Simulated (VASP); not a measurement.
# AsPt (P4/mmm) in VASP: a series of runs, part 2 of 2

VASP 6.6.1.

## Step 3: Single point, PBE

This run uses another cell than the first one, of 16.62 Å³/atom.

The input, INCAR:

```
SYSTEM = AsPt
  PREC = Accurate
  ENCUT = 520
  EDIFF = 1E-7
  ISMEAR = 0
  SIGMA = 0.1
  LREAL = .False.
  LASPH = .True.
  NELM = 80
  ALGO = Normal
  ISIF = 2
  LWAVE = .False.
  LCHARG = .True.
  GGA = PE
  LELF = .True.
  LVHAR = .True.
  NBANDS = 14
```

The input, KPOINTS:

```
Automatic mesh
0
Gamma
  6 6 6
  0 0 0
```

The input, POSCAR:

```
AsPt
1.0
    3.1860383863      0.0000000000      0.0000000000
    0.0000000000      3.1860383863      0.0000000000
    0.0000000000      0.0000000000      3.2753261671
As Pt
1 1
Direct
    0.0000000000      0.0000000000      0.0000000000
    0.5000000000      0.5000000000      0.5000000000
```

Potentials or basis: VASP PAW PBE potentials, release 64 (As, Pt).

Launch:

```bash
> cat potpaw_PBE.64/As/POTCAR potpaw_PBE.64/Pt/POTCAR > POTCAR
> mpirun -np 1 vasp_std > vasp.out
```

OUTCAR:

```text
SYSTEM = AsPt
   PREC = Accurate
   ENCUT = 520
   EDIFF = 1E-7
   ISMEAR = 0
   LREAL = .False.
   LASPH = .True.
   NELM = 80
   ISIF = 2
   GGA = PE

 ion  position               nearest neighbor table
   1  0.000  0.000  0.000-   2 2.79   2 2.79   2 2.79   2 2.79   2 2.79   2 2.79   2 2.79   2 2.79

   2  0.500  0.500  0.500-   1 2.79   1 2.79   1 2.79   1 2.79   1 2.79   1 2.79   1 2.79   1 2.79

  LATTYP: Found a simple tetragonal cell.
 ALAT       =     3.1860383863
 C/A-ratio  =     1.0280247034

  Lattice vectors:

 A1 = (   3.1860383863,   0.0000000000,   0.0000000000)
 A2 = (   0.0000000000,   3.1860383863,   0.0000000000)
 A3 = (   0.0000000000,   0.0000000000,   3.2753261671)

Analysis of symmetry for initial positions (statically):
=====================================================================
 Subroutine PRICEL returns:
 Original cell was already a primitive cell.

 Routine SETGRP: Setting up the symmetry group for a
 simple tetragonal supercell.

 Subroutine GETGRP returns: Found 16 space group operations
 (whereof 16 operations were pure point group operations)
 out of a pool of 16 trial point group operations.

The static configuration has the point symmetry D_4h.

[... 169 lines left out ...]
  band No.  band energies     occupation
      1      -5.2055      2.00000
      2       4.4443      2.00000
      3       4.4686      2.00000
      4       6.8441      2.00000
      5       6.8441      2.00000
      6       6.9574      2.00000
      7       8.6669      2.00000
      8       9.2572      0.05204
      9       9.2572      0.05204
     10      10.9885      0.00000
     11      17.9896      0.00000
     12      18.0097      0.00000
     13      25.5850      0.00000
     14      25.6561      0.00000
[... 377 lines left out ...]
      1      -2.4589      2.00000
      2       2.4579      2.00000
      3       4.3305      2.00000
      4       5.2012      2.00000
      5       5.7839      2.00000
      6       6.3025      2.00000
      7       7.9797      2.00000
      8       8.5584      2.00000
      9      10.7038      0.00000
     10      11.9594      0.00000
     11      17.8096      0.00000
     12      20.2750      0.00000
     13      21.1030      0.00000
     14      21.1191      0.00000

 [... further k-points ...]
[... 5 lines left out ...]
  --------------------------------------------------------------------------------------
  -------------------------------------------------------------------------------------
  Total       -0.0090654     -0.0090654     -0.0130087      0.0000000      0.0000000     -0.0000000
  in kB       -0.4368604     -0.4368604     -0.6268827      0.0000000      0.0000000     -0.0000000
  external PRESSURE =      -0.5002012 kB  Pullay stress =       0.0000000 kB

 VOLUME and BASIS-vectors are now :
 -----------------------------------------------------------------------------
  energy-cutoff  :      520.00
  volume of cell :       33.25
      direct lattice vectors                 reciprocal lattice vectors
     3.186038386  0.000000000  0.000000000     0.313869414  0.000000000  0.000000000
     0.000000000  3.186038386  0.000000000     0.000000000  0.313869414  0.000000000
     0.000000000  0.000000000  3.275326167     0.000000000  0.000000000  0.305313104

 POSITION                                       TOTAL-FORCE (eV/Angst)
 -----------------------------------------------------------------------------------
      0.00000      0.00000      0.00000         0.000000      0.000000      0.000000
      1.59302      1.59302      1.63766         0.000000      0.000000      0.000000
 -----------------------------------------------------------------------------------
    total drift:                                0.000000     -0.000000     -0.000000

  FREE ENERGIE OF THE ION-ELECTRON SYSTEM (eV)
  ---------------------------------------------------
  free  energy   TOTEN  =       -10.8114865107 eV

  energy  without entropy=      -10.8095612182  energy(sigma->0) =      -10.81052386
```

OSZICAR:

```text
N       E                     dE             d eps       ncg     rms          rms(c)
DAV:   1     0.580803827468E+02    0.58080E+02   -0.69963E+03  1120   0.950E+02
DAV:   2    -0.936271426804E+01   -0.67443E+02   -0.60821E+02  1402   0.190E+02
DAV:   3    -0.110509399118E+02   -0.16882E+01   -0.16712E+01  1312   0.274E+01
DAV:   4    -0.110571380558E+02   -0.61981E-02   -0.61978E-02  1318   0.195E+00
DAV:   5    -0.110571872666E+02   -0.49211E-04   -0.49212E-04  1342   0.189E-01    0.920E+00
DAV:   6    -0.108581065484E+02    0.19908E+00   -0.10076E+00  1216   0.818E+00    0.534E+00
DAV:   7    -0.108204672781E+02    0.37639E-01   -0.97071E-02  1198   0.264E+00    0.307E+00
DAV:   8    -0.108118015487E+02    0.86657E-02   -0.27823E-02  1258   0.128E+00    0.262E-01
DAV:   9    -0.108116494899E+02    0.15206E-03   -0.35527E-04  1270   0.138E-01    0.195E-01
DAV:  10    -0.108114868232E+02    0.16267E-03   -0.52184E-04  1186   0.141E-01    0.162E-02
DAV:  11    -0.108114865896E+02    0.23356E-06   -0.18229E-05  1288   0.322E-02    0.608E-03
DAV:  12    -0.108114871135E+02   -0.52394E-06   -0.28606E-07  1294   0.505E-03    0.749E-03
DAV:  13    -0.108114865351E+02    0.57842E-06   -0.26183E-07  1146   0.316E-03    0.561E-04
DAV:  14    -0.108114865107E+02    0.24450E-07   -0.23952E-08   644   0.106E-03
   1 F= -.10811487E+02 E0= -.10810524E+02  d E =-.192529E-02
```

stdout:

```text
POSCAR found type information on POSCAR AsPt
 POSCAR found :  2 types and       2 ions
 scaLAPACK will be used
 LDA part: xc-table for (Slater+PW92), standard interpolation
 POSCAR, INCAR and KPOINTS ok, starting setup
 FFT: planning ... GRIDC
 FFT: planning ... GRID_SOFT
 FFT: planning ... GRID
 WAVECAR not read
 entering main loop
```

Wall time 21 s (1 thread of Intel Xeon Platinum 8259CL at 2.50GHz (Skylake/Cascade Lake), shared host); peak memory 0.15 GiB.

Results:

```yaml
Free_energy: -10.8115 eV
Pressure: -0.1 GPa
Band_gap_on_the_k_mesh: zero (an odd number of electrons rules out a gap without spin polarisation)
```

Levels at points of the mesh, in eV from the Fermi level:
| k point | band 5 | band 6 | band 7 | band 8 | band 9 | band 10 |
| --- | --- | --- | --- | --- | --- | --- |
| (0.00, 0.00, 0.00) | -2.28 | -2.16 | -0.45 | 0.14 | 0.14 | 1.87 |
| (0.50, 0.00, 0.00) | -3.95 | -2.14 | -0.98 | 3.98 | 4.17 | 5.80 |
| (0.50, 0.50, 0.00) | -3.22 | -3.22 | -1.48 | -1.14 | 1.03 | 1.98 |
| (0.00, 0.00, 0.50) | -3.97 | -2.06 | -1.31 | 4.14 | 4.14 | 6.15 |
| (0.50, 0.00, 0.50) | -3.08 | -3.01 | -1.33 | -1.28 | 0.72 | 2.36 |
| (0.50, 0.50, 0.50) | -1.24 | -1.09 | 2.06 | 2.09 | 2.09 | 2.60 |

Caveat: spin-orbit coupling is left out, which moves the levels of the heavy elements; an odd number of electrons without spin polarisation forces a metal; a magnetic or distorted state may lie lower.

## Step 4: Relaxation of cell and atoms, PBE

The input, INCAR:

```
SYSTEM = AsPt
ALGO = Normal ; EDIFF = 1E-6
EDIFFG = -0.04 ; ENCUT = 600
GGA = PE ; IBRION = 2
ISIF = 3 ; ISMEAR = 0
LASPH = .True. ; LCHARG = .False.
LREAL = .False. ; LWAVE = .False.
NELM = 80 ; NSW = 90
PREC = Accurate ; SIGMA = 0.1
```

The input, KPOINTS:

```
k-points
0
Gamma
  6 6 6
  0 0 0
```

The input, POSCAR:

```
AsPt
1.0
    3.1430211104      0.0000000000      0.0000000000
    0.0000000000      3.1430211104      0.0000000000
    0.0000000000      0.0000000000      3.3856201042
As Pt
1 1
Direct
    0.0000000000      0.0000000000      0.0000000000
    0.5000000000      0.5000000000      0.5000000000
```

Launch:

```bash
> cat potpaw_PBE.64/As/POTCAR potpaw_PBE.64/Pt/POTCAR > POTCAR
> mpirun -np 1 vasp_std > vasp.out
```

Wall time 89 s (1 thread of Intel Xeon Platinum 8259CL at 2.50GHz (Skylake/Cascade Lake), shared host); peak memory 0.17 GiB.

The run converged. Its results:

| Property | Result |
| --- | --- |
| Free energy | -10.8114 eV |
| Relaxed volume | 16.61 Å³/atom |
| Relaxed cell | a = 3.183 Å, b = 3.183 Å, c = 3.278 Å, α = 90.00°, β = 90.00°, γ = 90.00° |
| Space group after relaxing (to 0.1 Å) | Pm-3m (No. 221) |
| Energy gained by relaxing | 2.9 meV/atom |
| Ionic steps | 5 |
| Pressure after relaxing | 0.1 GPa |
| Band gap on the k mesh | zero (an odd number of electrons rules out a gap without spin polarisation) |

Step by step:
| step | energy change (eV) | largest force (eV/Å) | pressure (GPa) | volume (Å³) |
| --- | --- | --- | --- | --- |
| 1 | 0.0000 | 0.0000 | -0.80 | 33.45 |
| 2 | -0.0015 | 0.0000 | 1.08 | 33.04 |
| 3 | -0.0016 | 0.0000 | 0.68 | 33.12 |
| 4 | -0.0035 | 0.0000 | 0.52 | 33.15 |
| 5 | -0.0058 | 0.0000 | 0.10 | 33.22 |

Final structure:
```
As Pt
1.0
     3.18343    0.00000    0.00000
     0.00000    3.18343    0.00000
     0.00000    0.00000    3.27838
As Pt
1 1
Cartesian
  3.1834 0.0000 0.0000
  1.5917 1.5917 1.6392
```

Levels at points of the mesh, in eV from the Fermi level:
| k point | band 3 | band 4 | band 5 | band 6 | band 7 | band 8 | band 9 | band 10 | band 11 |
| --- | --- | --- | --- | --- | --- | --- | --- | --- | --- |
| (0.00, 0.00, 0.00) | -4.66 | -2.28 | -2.28 | -2.16 | -0.48 | 0.15 | 0.15 | 1.87 | 8.87 |
| (0.50, 0.00, 0.00) | -4.27 | -4.18 | -3.94 | -2.14 | -0.97 | 3.98 | 4.17 | 5.78 | 6.72 |
| (0.50, 0.50, 0.00) | -4.99 | -4.58 | -3.23 | -3.23 | -1.49 | -1.14 | 1.04 | 1.96 | 9.90 |
| (0.00, 0.00, 0.50) | -4.28 | -3.97 | -3.97 | -2.05 | -1.32 | 4.15 | 4.15 | 6.16 | 6.60 |
| (0.50, 0.00, 0.50) | -4.97 | -4.75 | -3.08 | -3.01 | -1.33 | -1.28 | 0.71 | 2.37 | 10.40 |
| (0.50, 0.50, 0.50) | -6.72 | -6.70 | -1.24 | -1.09 | 2.06 | 2.09 | 2.09 | 2.60 | 2.60 |

Caveat: spin-orbit coupling is left out, which moves the levels of the heavy elements; an odd number of electrons without spin polarisation forces a metal; a magnetic or distorted state may lie lower.

## Step 5: Overview

```tsv
task	cell	k mesh	cutoff (eV)	gap on the mesh (eV)	pressure (GPa)
single point	a = 3.143, b = 3.143, c = 3.386 Å, 2 atoms	6 × 6 × 4	520	none	-0.1
single point	a = 3.186, b = 3.186, c = 3.275 Å, 2 atoms	6 × 6 × 6	520	none	-0.1
relaxation of cell and atoms	relaxed from a = 3.143, b = 3.143, c = 3.386 Å, 2 atoms	6 × 6 × 6	600	none	0.1
```

Alike in all rows: level PBE; potentials or basis VASP PAW PBE potentials, release 64 (As, Pt); no spin polarisation; smearing gaussian 0.1 eV.

Caveats: some runs use coarse meshes; spin-orbit coupling is left out, which moves the levels of the heavy elements; an odd number of electrons without spin polarisation forces a metal; a magnetic or distorted state may lie lower.

Absolute energies hang on the potentials; compare differences alone.
